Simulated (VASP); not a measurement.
# I (P6_3/mmc) in VASP: electric field gradients with PBE

Aim: the electric field gradients of I with PBE.

Everything below comes from runs of VASP 6.6.1. Logs are shortened: lines on timing, memory, paths and dates and some standing lists are left out, and cuts for length are marked.

### 1 The cell of the first run

It takes space group P6_3/mmc (No. 194, hexagonal). Conventional cell: a = 4.339 Å, b = 4.339 Å, c = 4.947 Å, α = 90.00°, β = 90.00°, γ = 120.00°. Within 4.6 Å of I (site symmetry -6m2) lie 12 I at 3.52 to 4.34 Å.

### 2 Electric field gradients, PBE (40.33 Å³/atom)

Input file INCAR:

```
SYSTEM = I
ALGO = Normal
EDIFF = 1E-8
ENCUT = 520
GGA = PE
ISIF = 2
ISMEAR = -1
LASPH = .TRUE.
LCHARG = .FALSE.
LEFG = .TRUE.
LREAL = .FALSE.
LWAVE = .FALSE.
NBANDS = 14
NELM = 80
PREC = Accurate
SIGMA = 0.05
```

Input file KPOINTS:

```
k-points
0
G
  15 15 8
  0 0 0
```

Input file POSCAR:

```
I
1.0
    4.3390400872      0.0000000000      0.0000000000
   -2.1695200436      3.7577189435      0.0000000000
    0.0000000000      0.0000000000      4.9471239603
I
2
Direct
    0.3333333333      0.6666666667      0.2500000000
    0.6666666667      0.3333333333      0.7500000000
```

Potentials or basis: VASP PAW PBE potentials, release 64 (I).

Run with:

```console
$ cat potpaw_PBE.64/I/POTCAR > POTCAR
$ mpirun -np 1 vasp_std > vasp.out
```

OUTCAR:

```text
SYSTEM = I
   EDIFF = 1E-8
   ENCUT = 520
   GGA = PE
   ISIF = 2
   ISMEAR = -1
   LASPH = .TRUE.
   LREAL = .FALSE.
   NELM = 80
   PREC = Accurate

 ion  position               nearest neighbor table
   1  0.333  0.667  0.250-   2 3.52   2 3.52   2 3.52   2 3.52   2 3.52   2 3.52
   2  0.667  0.333  0.750-   1 3.52   1 3.52   1 3.52   1 3.52   1 3.52   1 3.52

  LATTYP: Found a hexagonal cell.
 ALAT       =     4.3390400872
 C/A-ratio  =     1.1401424879

  Lattice vectors:

 A1 = (   4.3390400872,   0.0000000000,   0.0000000000)
 A2 = (  -2.1695200436,   3.7577189435,   0.0000000000)
 A3 = (   0.0000000000,   0.0000000000,   4.9471239603)

Analysis of symmetry for initial positions (statically):
=====================================================================
 Subroutine PRICEL returns:
 Original cell was already a primitive cell.

 Routine SETGRP: Setting up the symmetry group for a
 hexagonal supercell.

 Subroutine GETGRP returns: Found 24 space group operations
 (whereof 12 operations were pure point group operations)
 out of a pool of 24 trial point group operations.

The static configuration has the point symmetry D_3d.
 The point group associated with its full space group is D_6h.

Analysis of symmetry for dynamics (positions and initial velocities):
=====================================================================
 Subroutine PRICEL returns:
 Original cell was already a primitive cell.

 Routine SETGRP: Setting up the symmetry group for a
 hexagonal supercell.

 Subroutine GETGRP returns: Found 24 space group operations
 (whereof 12 operations were pure point group operations)
 out of a pool of 24 trial point group operations.

The dynamic configuration has the point symmetry D_3d.
 The point group associated with its full space group is D_6h.

 Subroutine INISYM returns: Found 24 space group operations
 (whereof 12 operations are pure point group operations),
 and found     1 'primitive' translations

----------------------------------------------------------------------------------------

                                     Primitive cell

  volume of cell :      80.6623

  direct lattice vectors                    reciprocal lattice vectors
     4.339040087  0.000000000  0.000000000     0.230465721  0.133059446  0.000000000
    -2.169520044  3.757718944  0.000000000     0.000000000  0.266118892  0.000000000
     0.000000000  0.000000000  4.947123960     0.000000000  0.000000000  0.202137648

  length of vectors
     4.339040087  4.339040087  4.947123960     0.266118892  0.266118892  0.202137648

  position of ions in fractional coordinates (direct lattice)
     0.333333333  0.666666667  0.250000000
     0.666666667  0.333333333  0.750000000

  ion indices of the primitive-cell ions
   primitive index   ion index
                 1           1
                 2           2

----------------------------------------------------------------------------------------

 KPOINTS: k-points

Automatic generation of k-mesh.
 Grid dimensions read from file:
 generate k-points for:   15   15    8

 Generating k-lattice:

  Cartesian coordinates                     Fractional coordinates (reciprocal lattice)
     0.015364381  0.008870630  0.000000000     0.066666667 -0.000000000  0.000000000
     0.000000000  0.017741259  0.000000000     0.000000000  0.066666667  0.000000000
     0.000000000  0.000000000  0.025267206     0.000000000  0.000000000  0.125000000

  Length of vectors
     0.017741259  0.017741259  0.025267206

  Shift w.r.t. Gamma in fractional coordinates (k-lattice)
     0.000000000  0.000000000  0.000000000

 Subroutine IBZKPT returns following result:
 ===========================================

 Found    135 irreducible k-points:
[... 35 lines left out ...]
   NGXF,Y,Z  is equivalent  to a cutoff of  24.52, 24.52, 26.88 a.u.
 SYSTEM =  I
   PREC   = accura    normal or accurate (medium, high low for compatibility)
   ISTART =      0    job   : 0-new  1-cont  2-samecut
   ICHARG =      2    charge: 1-file 2-atom 10-const
   ISPIN  =      1    spin polarized calculation?
   LNONCOLLINEAR =      F non collinear calculations
   LSORBIT =      F    spin-orbit coupling
   LASPH  =      T    aspherical Exc in radial PAW
   ENCUT  =  520.0 eV  38.22 Ry    6.18 a.u.   8.07  8.07  9.20*2*pi/ulx,y,z
   NELM   =     80;   NELMIN=  2; NELMDL= -5     # of ELM steps
   EDIFF  = 0.1E-07   stopping-criterion for ELM
   LREAL  =      F    real-space projection
   EDIFFG = 0.1E-06   stopping-criterion for IOM
   NSW    =      0    number of steps for IOM
   IBRION =     -1    ionic relax: 0-MD 1-quasi-New 2-CG
   NFREE  =      0    steps in history (QN), initial steepest desc. (CG)
   ISIF   =      2    stress and relaxation
   ISYM   =      2    0-nonsym 1-usesym 2-fastsym
   POTIM  = 0.5000    time-step for ionic-motion
   TEBEG  =    0.0;   TEEND  =   0.0 temperature during run
   PSTRESS=    0.0 pullay stress
   NELECT =      14.0000    total number of electrons
   NUPDOWN=      -1.0000    fix difference up-down
   EMIN   =  10.00;   EMAX   =-10.00  energy-range for DOS
   EFERMI =   0.00;   METHOD = LEGACY
   ISMEAR =    -1;   SIGMA  =   0.05  broadening in eV -4-tet -1-fermi 0-gaus
   EFERMI_NEDOS =   21; number of points for ismear=-14 and -15
   IALGO  =     38    algorithm
   IMIX   =      4    mixing-type and parameters
     AMIX     =   0.40;   BMIX     =  1.00
     AMIX_MAG =   1.60;   BMIX_MAG =  1.00
  volume/ion in A,a.u.               =      40.33       272.17
  Fermi-wavevector in a.u.,A,eV,Ry     =   0.913189  1.725677 11.346087  0.833914
  Thomas-Fermi vector in A             =   2.037672
   LORBIT       =      0    0 simple, 1 ext, 2 COOP (PROOUT), +10 PAW based schemes
   GGA     = PE    functional components
   LHFCALC =     F    Hartree Fock is set to
   AEXX    =    0.0000 exact exchange contribution
   IVDW    =     0    specifies the selected vdW correction
   LEPSILON=     F    determine dielectric tensor
   LRPA    =     F    only Hartree local field effects (RPA)
 non-spin polarized calculation
  energy-cutoff  :      520.00
  volume of cell :       80.66
 maximum number of plane-waves:      2194
   NGX = 17   NGY = 17   NGZ = 19

 number of electron      14.0000000 magnetization

 Free energy of the ion-electron system (eV)
  ---------------------------------------------------
  ext. energy  EPLUGINS =         0.00000000
  ---------------------------------------------------
  free energy    TOTEN  =        -2.30100249 eV

  energy without entropy =       -2.27582192  energy(sigma->0) =       -2.28841221

 E-fermi :   3.2383     XC(G=0):  -8.3752

 val. band max:        3.2381625219   @ k =   0.2667   0.0667   0.1250
 cond. band min:       3.2418826451   @ k =   0.2000   0.2000   0.0000
 fundamental gap:      0.0037201232
 Fermi energy:         3.2382942460

 k-point     1 :       0.0000    0.0000    0.0000
  band No.  band energies     occupation
      1      -9.9806      2.00000
      2      -7.8722      2.00000
      3      -0.5083      2.00000
      4       1.4963      2.00000
      5       1.4963      2.00000
      6       3.1275      1.80318
      7       3.1275      1.80318
      8       4.2134      0.00000
      9       7.9378      0.00000
     10       8.9693      0.00000
     11      11.3817      0.00000
     12      11.3817      0.00000
     13      12.4562      0.00000
     14      12.4562      0.00000
[... 377 lines left out ...]
      1      -9.0193      2.00000
      2      -8.5858      2.00000
      3      -0.2586      2.00000
      4       0.9659      2.00000
      5       1.0235      2.00000
      6       1.6190      2.00000
      7       1.8806      2.00000
      8       3.1610      1.64843
      9       9.0209      0.00000
     10       9.5383      0.00000
     11      11.4125      0.00000
     12      11.6202      0.00000
     13      13.3651      0.00000
     14      13.9203      0.00000

 [... further k-points ...]

------------------------ aborting loop because EDIFF is reached ----------------------------------------

  FORCE on cell =-STRESS in cart. coord.  units (eV):
  Direction    XX          YY          ZZ          XY          YZ          ZX
  --------------------------------------------------------------------------------------
  -------------------------------------------------------------------------------------
  Total       -0.3090785     -0.3090785     -0.5981742      0.0000000      0.0000000      0.0000000
  in kB       -6.1391546     -6.1391546    -11.8813976      0.0000000      0.0000000      0.0000000
  external PRESSURE =      -8.0532356 kB  Pullay stress =       0.0000000 kB

 VOLUME and BASIS-vectors are now :
 -----------------------------------------------------------------------------
  energy-cutoff  :      520.00
  volume of cell :       80.66
      direct lattice vectors                 reciprocal lattice vectors
     4.339040087  0.000000000  0.000000000     0.230465721  0.133059446  0.000000000
    -2.169520044  3.757718944  0.000000000     0.000000000  0.266118892  0.000000000
     0.000000000  0.000000000  4.947123960     0.000000000  0.000000000  0.202137648

 POSITION                                       TOTAL-FORCE (eV/Angst)
 -----------------------------------------------------------------------------------
     -0.00000      2.50515      1.23678        -0.000000      0.000000      0.000000
      2.16952      1.25257      3.71034         0.000000     -0.000000     -0.000000
 -----------------------------------------------------------------------------------
    total drift:                               -0.000000      0.000000     -0.000000

  FREE ENERGIE OF THE ION-ELECTRON SYSTEM (eV)
  ---------------------------------------------------
  free  energy   TOTEN  =        -2.3010024881 eV

  energy  without entropy=       -2.2758219230  energy(sigma->0) =       -2.28841221

 Electric field gradients (V/A^2)
---------------------------------------------------------------------
 ion       V_xx      V_yy      V_zz      V_xy      V_xz      V_yz
---------------------------------------------------------------------
   1    -203.027  -203.027   406.054     0.000     0.000    -0.000
   2    -203.027  -203.027   406.054     0.000    -0.000     0.000
---------------------------------------------------------------------

 Electric field gradients after diagonalization (V/A^2)
 (convention: |V_zz| > |V_xx| > |V_yy|)
----------------------------------------------------------------------
 ion       V_xx      V_yy      V_zz     asymmetry (V_yy - V_xx)/ V_zz
----------------------------------------------------------------------
   1    -203.027  -203.027   406.054       0.000
   2    -203.027  -203.027   406.054       0.000
----------------------------------------------------------------------

           NMR quadrupolar parameters

 Cq : quadrupolar parameter    Cq=e*Q*V_zz/h
 eta: asymmetry parameters     (V_yy - V_xx)/ V_zz
 Q  : nuclear electric quadrupole moment in mb (millibarn)
----------------------------------------------------------------------
 ion       Cq(MHz)       eta       Q (mb)
----------------------------------------------------------------------
   1       0.982       0.000       1.000
   2       0.982       0.000       1.000
----------------------------------------------------------------------
```

Run time: 82 s. Hardware: 1 thread of Intel Xeon Platinum 8259CL at 2.50GHz (Skylake/Cascade Lake), shared host; peak memory 0.27 GiB.

What came out:

| Item | Value |
| --- | --- |
| Free energy | -2.3010 eV |
| Pressure | -0.8 GPa |
| Band gap on the k mesh | zero (bands 7 and 8 overlap by 1.76 eV) |
| Largest electric field gradient by atom | I +406.1 V/Å² |

Electric field gradients, principal values (V/Å²):
| atom | least | middle | greatest (by size) |
| --- | --- | --- | --- |
| 1 I | -203.027 | -203.027 | 406.054 |
| 2 I | -203.027 | -203.027 | 406.054 |

Caveat: without QUAD_EFG the Cq values of the log hold for a quadrupole moment of 1 mb, not for the nuclei; spin-orbit coupling is left out, which moves the levels of the heavy elements.
